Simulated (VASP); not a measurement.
# BeS (F-43m) in VASP: notebook

The runs below take BeS through single point, with PBEsol, PBE, BLYP.

All numbers are computed with VASP 6.6.1; they aren't measurements. Logs are shortened: lines on timing, memory, paths and dates and some standing lists are left out, and cuts for length are marked.

## Step 1: The cell of the first run

It takes space group F-43m (No. 216, cubic). Conventional cell: a = 4.870 Å, b = 4.870 Å, c = 4.870 Å, α = 90.00°, β = 90.00°, γ = 90.00°. Within 2.8 Å of Be (site symmetry -43m) lie 4 S at 2.11 Å. Within 2.8 Å of S (site symmetry -43m) lie 4 Be at 2.11 Å.

## Step 2: Single point, PBEsol

File INCAR:

```
PREC = Accurate
ENCUT = 600
EDIFF = 1E-6
ISMEAR = 0
SIGMA = 0.1
LREAL = F
LASPH = T
NELM = 120
ALGO = Normal
ISIF = 2
LWAVE = F
LCHARG = F
GGA = PS
NBANDS = 11
GGA_COMPAT = F
```

File KPOINTS:

```
regular mesh
0
Gamma
  8 8 8
```

File POSCAR:

```
BeS
1.0
    0.0000000000      2.4351516489      2.4351516489
    2.4351516489      0.0000000000      2.4351516489
    2.4351516489      2.4351516489      0.0000000000
Be S
1 1
Direct
    0.0000000000      0.0000000000      0.0000000000
    0.7500000000      0.7500000000      0.7500000000
```

Potentials or basis: VASP PAW PBE potentials, release 64 (Be, S).

The run is started by

```sh
> cat potpaw_PBE.64/Be/POTCAR potpaw_PBE.64/S/POTCAR > POTCAR
> mpirun -np 1 vasp_std > vasp.out
```

OUTCAR:

```text
PREC = Accurate
   ENCUT = 600
   EDIFF = 1E-6
   ISMEAR = 0
   LREAL = F
   LASPH = T
   NELM = 120
   ISIF = 2
   GGA = PS

 ion  position               nearest neighbor table
   1  0.000  0.000  0.000-   2 2.11   2 2.11   2 2.11   2 2.11
   2  0.750  0.750  0.750-   1 2.11   1 2.11   1 2.11   1 2.11

  LATTYP: Found a face centered cubic cell.
 ALAT       =     4.8703032978

  Lattice vectors:

 A1 = (   0.0000000000,   2.4351516489,   2.4351516489)
 A2 = (   2.4351516489,   0.0000000000,   2.4351516489)
 A3 = (   2.4351516489,   2.4351516489,   0.0000000000)

Analysis of symmetry for initial positions (statically):
=====================================================================
 Subroutine PRICEL returns:
 Original cell was already a primitive cell.

 Routine SETGRP: Setting up the symmetry group for a
 face centered cubic supercell.

 Subroutine GETGRP returns: Found 24 space group operations
 (whereof 24 operations were pure point group operations)
 out of a pool of 48 trial point group operations.

The static configuration has the point symmetry T_d .

Analysis of symmetry for dynamics (positions and initial velocities):
=====================================================================
 Subroutine PRICEL returns:
 Original cell was already a primitive cell.

 Routine SETGRP: Setting up the symmetry group for a
 face centered cubic supercell.

 Subroutine GETGRP returns: Found 24 space group operations
 (whereof 24 operations were pure point group operations)
 out of a pool of 48 trial point group operations.

The dynamic configuration has the point symmetry T_d .

 Subroutine INISYM returns: Found 24 space group operations
 (whereof 24 operations are pure point group operations),
 and found     1 'primitive' translations

----------------------------------------------------------------------------------------

                                     Primitive cell

  volume of cell :      28.8807

  direct lattice vectors                    reciprocal lattice vectors
     0.000000000  2.435151649  2.435151649    -0.205326022  0.205326022  0.205326022
     2.435151649  0.000000000  2.435151649     0.205326022 -0.205326022  0.205326022
     2.435151649  2.435151649  0.000000000     0.205326022  0.205326022 -0.205326022

  length of vectors
     3.443824488  3.443824488  3.443824488     0.355635101  0.355635101  0.355635101

  position of ions in fractional coordinates (direct lattice)
     0.000000000  0.000000000  0.000000000
     0.750000000  0.750000000  0.750000000

[... 79 lines left out ...]
   NSW    =      0    number of steps for IOM
   IBRION =     -1    ionic relax: 0-MD 1-quasi-New 2-CG
   NFREE  =      0    steps in history (QN), initial steepest desc. (CG)
   ISIF   =      2    stress and relaxation
   ISYM   =      2    0-nonsym 1-usesym 2-fastsym
   POTIM  = 0.5000    time-step for ionic-motion
   TEBEG  =    0.0;   TEEND  =   0.0 temperature during run
   PSTRESS=    0.0 pullay stress
   NELECT =       8.0000    total number of electrons
   NUPDOWN=      -1.0000    fix difference up-down
   EMIN   =  10.00;   EMAX   =-10.00  energy-range for DOS
   EFERMI =   0.00;   METHOD = LEGACY
   ISMEAR =     0;   SIGMA  =   0.10  broadening in eV -4-tet -1-fermi 0-gaus
   EFERMI_NEDOS =   21; number of points for ismear=-14 and -15
   IALGO  =     38    algorithm
   IMIX   =      4    mixing-type and parameters
     AMIX     =   0.40;   BMIX     =  1.00
     AMIX_MAG =   1.60;   BMIX_MAG =  1.00
  volume/ion in A,a.u.               =      14.44        97.45
  Fermi-wavevector in a.u.,A,eV,Ry     =   1.067175  2.016668 15.495153  1.138862
  Thomas-Fermi vector in A             =   2.202783
   LORBIT       =      0    0 simple, 1 ext, 2 COOP (PROOUT), +10 PAW based schemes
   GGA     = PS    functional components
   LHFCALC =     F    Hartree Fock is set to
   AEXX    =    0.0000 exact exchange contribution
   IVDW    =     0    specifies the selected vdW correction
   LEPSILON=     F    determine dielectric tensor
   LRPA    =     F    only Hartree local field effects (RPA)
 non-spin polarized calculation
 Gauss-broadening in eV      SIGMA  =   0.10
  energy-cutoff  :      600.00
  volume of cell :       28.88
 maximum number of plane-waves:       982
   NGX = 13   NGY = 13   NGZ = 13

 number of electron       7.9999999 magnetization

 Free energy of the ion-electron system (eV)
  ---------------------------------------------------
  ext. energy  EPLUGINS =         0.00000000
  ---------------------------------------------------
  free energy    TOTEN  =       -10.56165387 eV

  energy without entropy =      -10.56165387  energy(sigma->0) =      -10.56165387

 E-fermi :   4.4558     XC(G=0):  -9.8501

 val. band max:        4.0150109742   @ k =   0.0000   0.0000   0.0000
 cond. band min:       6.9708283821   @ k =   0.5000   0.5000   0.0000
 fundamental gap:      2.9558174080
 Fermi energy:         4.4557726423

 k-point     1 :       0.0000    0.0000    0.0000
  band No.  band energies     occupation
      1      -9.6182      2.00000
      2       4.0150      2.00000
      3       4.0150      2.00000
      4       4.0150      2.00000
      5       9.6174      0.00000
      6       9.6303      0.00000
      7       9.6303      0.00000
      8       9.6303      0.00000
      9      16.7838      0.00000
     10      16.7838      0.00000
     11      18.5944      0.00000
[... 309 lines left out ...]
 k-point    24 :      -0.3750    0.2500    0.1250
  band No.  band energies     occupation
      1      -7.7450      2.00000
      2      -1.2334      2.00000
      3       1.2446      2.00000
      4       2.1832      2.00000
      5       9.9899      0.00000
      6      10.4848      0.00000
      7      13.0435      0.00000
      8      14.3761      0.00000
      9      15.3200      0.00000
     10      19.2404      0.00000
     11      19.7732      0.00000

 [... further k-points ...]
[... 5 lines left out ...]
  --------------------------------------------------------------------------------------
  -------------------------------------------------------------------------------------
  Total       -0.3039204     -0.3039204     -0.3039204      0.0000000      0.0000000      0.0000000
  in kB      -16.8601891    -16.8601891    -16.8601891      0.0000000      0.0000000      0.0000000
  external PRESSURE =     -16.8601891 kB  Pullay stress =       0.0000000 kB

 VOLUME and BASIS-vectors are now :
 -----------------------------------------------------------------------------
  energy-cutoff  :      600.00
  volume of cell :       28.88
      direct lattice vectors                 reciprocal lattice vectors
     0.000000000  2.435151649  2.435151649    -0.205326022  0.205326022  0.205326022
     2.435151649  0.000000000  2.435151649     0.205326022 -0.205326022  0.205326022
     2.435151649  2.435151649  0.000000000     0.205326022  0.205326022 -0.205326022

 POSITION                                       TOTAL-FORCE (eV/Angst)
 -----------------------------------------------------------------------------------
      0.00000      0.00000      0.00000         0.000000      0.000000      0.000000
      3.65273      3.65273      3.65273        -0.000000     -0.000000     -0.000000
 -----------------------------------------------------------------------------------
    total drift:                                0.000000      0.000000      0.000000

  FREE ENERGIE OF THE ION-ELECTRON SYSTEM (eV)
  ---------------------------------------------------
  free  energy   TOTEN  =       -10.5616538659 eV

  energy  without entropy=      -10.5616538659  energy(sigma->0) =      -10.56165387
```

OSZICAR:

```text
N       E                     dE             d eps       ncg     rms          rms(c)
DAV:   1     0.223661787357E+02    0.22366E+02   -0.40930E+03   638   0.690E+02
DAV:   2    -0.934832697091E+01   -0.31715E+02   -0.30381E+02   859   0.124E+02
DAV:   3    -0.107322557907E+02   -0.13839E+01   -0.13805E+01   846   0.248E+01
DAV:   4    -0.107412401247E+02   -0.89843E-02   -0.89818E-02   810   0.231E+00
DAV:   5    -0.107412924868E+02   -0.52362E-04   -0.52361E-04   802   0.170E-01    0.524E+00
DAV:   6    -0.106070982550E+02    0.13419E+00   -0.11086E-01   727   0.152E+00    0.346E+00
DAV:   7    -0.105613459682E+02    0.45752E-01   -0.10386E-01   773   0.160E+00    0.812E-01
DAV:   8    -0.105615944629E+02   -0.24849E-03   -0.55210E-03   825   0.393E-01    0.133E-01
DAV:   9    -0.105616399215E+02   -0.45459E-04   -0.33027E-04   804   0.119E-01    0.380E-02
DAV:  10    -0.105616510343E+02   -0.11113E-04   -0.36085E-05   813   0.302E-02    0.101E-02
DAV:  11    -0.105616537127E+02   -0.26784E-05   -0.80155E-06   761   0.152E-02    0.594E-03
DAV:  12    -0.105616538659E+02   -0.15317E-06   -0.20047E-07   481   0.333E-03
   1 F= -.10561654E+02 E0= -.10561654E+02  d E =-.120836E-11
```

It took 4.7 s on 1 thread of Intel Xeon 6975P-C (Granite Rapids), shared host; peak memory 0.15 GiB.

What came out:

| Item | Value |
| --- | --- |
| Free energy | -10.5617 eV |
| Pressure | -1.7 GPa |
| Band gap on the k mesh | 2.96 eV, indirect (least direct gap 5.59 eV) |

Caveat: the PAW data sets were made with another functional, which shifts forces and pressure a little. A k mesh can miss the band edges.

## Step 3: Single point, PBE

Edit INCAR of step 2 so:

```diff
@@ -4,3 +4,3 @@
 ISMEAR = 0
-SIGMA = 0.1
+SIGMA = 0.01
 LREAL = F
@@ -12,3 +12,3 @@
 LCHARG = F
-GGA = PS
+GGA = PE
 NBANDS = 11
```

File KPOINTS:

```
Automatic mesh
0
Gamma
  8 8 8
```

POSCAR is that of step 2.

Potentials or basis: VASP PAW PBE potentials, release 64 (Be, S).

The run is started by

```sh
> cat potpaw_PBE.64/Be/POTCAR potpaw_PBE.64/S/POTCAR > POTCAR
> mpirun -np 1 vasp_std > vasp.out
```

OUTCAR:

```text
PREC = Accurate
   ENCUT = 600
   EDIFF = 1E-6
   ISMEAR = 0
   LREAL = F
   LASPH = T
   NELM = 120
   ISIF = 2
   GGA = PE

 ion  position               nearest neighbor table
   1  0.000  0.000  0.000-   2 2.11   2 2.11   2 2.11   2 2.11
   2  0.750  0.750  0.750-   1 2.11   1 2.11   1 2.11   1 2.11

  LATTYP: Found a face centered cubic cell.
 ALAT       =     4.8703032978

  Lattice vectors:

 A1 = (   0.0000000000,   2.4351516489,   2.4351516489)
 A2 = (   2.4351516489,   0.0000000000,   2.4351516489)
 A3 = (   2.4351516489,   2.4351516489,   0.0000000000)
[... 511 lines left out ...]
      6      10.6053      0.00000
      7      13.1257      0.00000
      8      14.5070      0.00000
      9      15.4504      0.00000
     10      19.2965      0.00000
     11      19.9273      0.00000

 [... further k-points ...]
[... 5 lines left out ...]
  --------------------------------------------------------------------------------------
  -------------------------------------------------------------------------------------
  Total        0.0684854      0.0684854      0.0684854      0.0000000      0.0000000      0.0000000
  in kB        3.7992730      3.7992730      3.7992730      0.0000000      0.0000000      0.0000000
  external PRESSURE =       3.7992730 kB  Pullay stress =       0.0000000 kB

 VOLUME and BASIS-vectors are now :
 -----------------------------------------------------------------------------
  energy-cutoff  :      600.00
  volume of cell :       28.88
      direct lattice vectors                 reciprocal lattice vectors
     0.000000000  2.435151649  2.435151649    -0.205326022  0.205326022  0.205326022
     2.435151649  0.000000000  2.435151649     0.205326022 -0.205326022  0.205326022
     2.435151649  2.435151649  0.000000000     0.205326022  0.205326022 -0.205326022

 POSITION                                       TOTAL-FORCE (eV/Angst)
 -----------------------------------------------------------------------------------
      0.00000      0.00000      0.00000         0.000000      0.000000      0.000000
      3.65273      3.65273      3.65273        -0.000000     -0.000000     -0.000000
 -----------------------------------------------------------------------------------
    total drift:                                0.000000      0.000000     -0.000000

  FREE ENERGIE OF THE ION-ELECTRON SYSTEM (eV)
  ---------------------------------------------------
  free  energy   TOTEN  =       -10.0134062544 eV

  energy  without entropy=      -10.0134062544  energy(sigma->0) =      -10.01340625
```

OSZICAR:

```text
N       E                     dE             d eps       ncg     rms          rms(c)
DAV:   1     0.231625855733E+02    0.23163E+02   -0.40912E+03   638   0.690E+02
DAV:   2    -0.878238413913E+01   -0.31945E+02   -0.30587E+02   853   0.124E+02
DAV:   3    -0.101728127550E+02   -0.13904E+01   -0.13869E+01   849   0.249E+01
DAV:   4    -0.101818711725E+02   -0.90584E-02   -0.90558E-02   805   0.231E+00
DAV:   5    -0.101819256796E+02   -0.54507E-04   -0.54506E-04   808   0.177E-01    0.556E+00
DAV:   6    -0.100507256166E+02    0.13120E+00   -0.11827E-01   730   0.163E+00    0.379E+00
DAV:   7    -0.100120220442E+02    0.38704E-01   -0.11356E-01   797   0.177E+00    0.101E+00
DAV:   8    -0.100132615851E+02   -0.12395E-02   -0.65369E-03   836   0.416E-01    0.141E-01
DAV:   9    -0.100133565718E+02   -0.94987E-04   -0.50857E-04   791   0.144E-01    0.285E-02
DAV:  10    -0.100134010138E+02   -0.44442E-04   -0.76996E-05   775   0.496E-02    0.102E-02
DAV:  11    -0.100134059754E+02   -0.49616E-05   -0.17184E-05   805   0.215E-02    0.884E-03
DAV:  12    -0.100134062544E+02   -0.27897E-06   -0.42356E-07   572   0.471E-03
   1 F= -.10013406E+02 E0= -.10013406E+02  d E =-.205793E-29
```

stdout:

```text
POSCAR found type information on POSCAR BeS
 POSCAR found :  2 types and       2 ions
 scaLAPACK will be used
 LDA part: xc-table for (Slater+PW92), standard interpolation
 POSCAR, INCAR and KPOINTS ok, starting setup
 FFT: planning ... GRIDC
 FFT: planning ... GRID_SOFT
 FFT: planning ... GRID
 WAVECAR not read
 entering main loop
```

Wall time 4.7 s (1 thread of Intel Xeon 6975P-C (Granite Rapids), shared host); peak memory 0.15 GiB.

Results:

```yaml
Free_energy: -10.0134 eV
Pressure: 0.4 GPa
Band_gap_on_the_k_mesh: 3.14 eV, indirect (least direct gap 5.67 eV)
```

## Step 4: Single point, BLYP

File INCAR:

```
SYSTEM = BeS
PREC = Accurate
ENCUT = 600
EDIFF = 1E-6
ISMEAR = 0
SIGMA = 0.1
LREAL = .False.
LASPH = .True.
NELM = 120
ALGO = Normal
ISIF = 2
LWAVE = .False.
LCHARG = .False.
GGA = B5
ALDAX = 1.0
AGGAX = 1.0
AGGAC = 1.0
ALDAC = 0.0
NBANDS = 11
GGA_COMPAT = .False.
```

File KPOINTS:

```
Automatic mesh
0
Gamma
  8 8 8
  0 0 0
```

POSCAR is that of step 3.

The run is started by

```sh
> cat potpaw_PBE.64/Be/POTCAR potpaw_PBE.64/S/POTCAR > POTCAR
> mpirun -np 1 vasp_std > vasp.out
```

It took 8.1 s on 1 thread of Intel Xeon 6975P-C (Granite Rapids), shared host; peak memory 0.15 GiB.

It converged, with:

```yaml
Free_energy: -9.1896 eV
Pressure: 3.1 GPa
Band_gap_on_the_k_mesh: 3.43 eV, indirect (least direct gap 5.80 eV)
```

Levels at points of the mesh, in eV from the valence-band top:
| k point | band 2 | band 3 | band 4 | band 5 | band 6 | band 7 |
| --- | --- | --- | --- | --- | --- | --- |
| (0.00, 0.00, 0.00) | 0.00 | 0.00 | 0.00 | 5.80 | 5.80 | 5.80 |
| (0.50, 0.00, 0.00) | -5.57 | -1.00 | -1.00 | 5.61 | 6.72 | 6.72 |
| (0.50, 0.50, 0.00) | -4.85 | -2.54 | -2.54 | 3.43 | 5.12 | 12.74 |

Caveat: the PAW data sets were made with another functional, which shifts forces and pressure a little. A k mesh can miss the band edges.

## Step 5: Overview

| level | smearing | gap on the mesh (eV) | pressure (GPa) |
| --- | --- | --- | --- |
| PBEsol | gaussian 0.1 eV | 2.96 | -1.7 |
| PBE | gaussian 0.01 eV | 3.14 | 0.4 |
| BLYP | gaussian 0.1 eV | 3.43 | 3.1 |

Alike in all rows: task single point; potentials or basis VASP PAW PBE potentials, release 64 (Be, S); no spin polarisation; cell as given; k mesh 8 × 8 × 8; cutoff (eV) 600.

On the cell as given the gap runs from 2.96 eV (PBEsol) to 3.43 eV (BLYP). The pressure there spans -1.7 GPa (PBEsol) to 3.1 GPa (BLYP); a positive pressure means that this level wants a larger cell, a negative one a smaller.

Caveats: the PAW data sets were made with another functional, which shifts forces and pressure a little (some runs).

Total energies depend on the potentials used, so only differences within one code and one set of settings carry meaning.
